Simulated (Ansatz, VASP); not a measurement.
## Two plane-wave programs on SrCl2

Contents of INCAR:

```
SYSTEM = SrCl2
  PREC = Accurate
  ENCUT = 520
  EDIFF = 1E-6
  ISMEAR = 0
  SIGMA = 0.01
  LREAL = .FALSE.
  LASPH = .TRUE.
  NELM = 100
  ALGO = Normal
  ISIF = 2
  LWAVE = .FALSE.
  LCHARG = .FALSE.
  GGA = PE
  NBANDS = 19
```

The input KPOINTS:

```
Automatic mesh
0
G
  6 6 6
  0 0 0
```

The input POSCAR:

```
SrCl2
1.0
    0.0000000000      3.5192138379      3.5192138379
    3.5192138379      0.0000000000      3.5192138379
    3.5192138379      3.5192138379      0.0000000000
Sr Cl
1 2
Direct
    0.0000000000      0.0000000000      0.0000000000
    0.2500000000      0.2500000000      0.2500000000
    0.7500000000      0.7500000000      0.7500000000
```

Input for Ansatz:

```yaml
crystal:
  lattice:
    - [0.0, 3.5192138379, 3.5192138379]
    - [3.5192138379, 0.0, 3.5192138379]
    - [3.5192138379, 3.5192138379, 0.0]
  atoms:
    - { symbol: Sr, position: [0.0, 0.0, 0.0] }
    - { symbol: Cl, position: [0.25, 0.25, 0.25] }
    - { symbol: Cl, position: [0.75, 0.75, 0.75] }
kpoints:
  mp_grid: { grid: [6, 6, 6] }
hamiltonian:
  xc: pbe
scf:
  occupations: { method: fixed }
  n_extra_bands: 4
output:
  forces: true
  stress: true
  eigenvalues: true
```

Alike in both runs: task single point; functional PBE; k mesh 6 × 6 × 6; no spin polarisation.

```csv
,VASP,Ansatz
version,VASP 6.6.1,Ansatz 0.2.0
potentials or method,"VASP PAW PBE potentials, release 64 (Sr_sv, Cl)","plane waves, PAW"
plane-wave cutoff (eV),520,420
occupations,"gaussian, width 0.01 eV",fixed
valence electrons in the cell,24,24
```

Ansatz gave:

```
gap on the k mesh at the Fermi level (eV) : 5.24
pressure (GPa)                            : 0.0
```

Problem. What did VASP give for the same quantities?

Solution. gap on the k mesh at the Fermi level (eV): 5.24; pressure (GPa): 0.1.
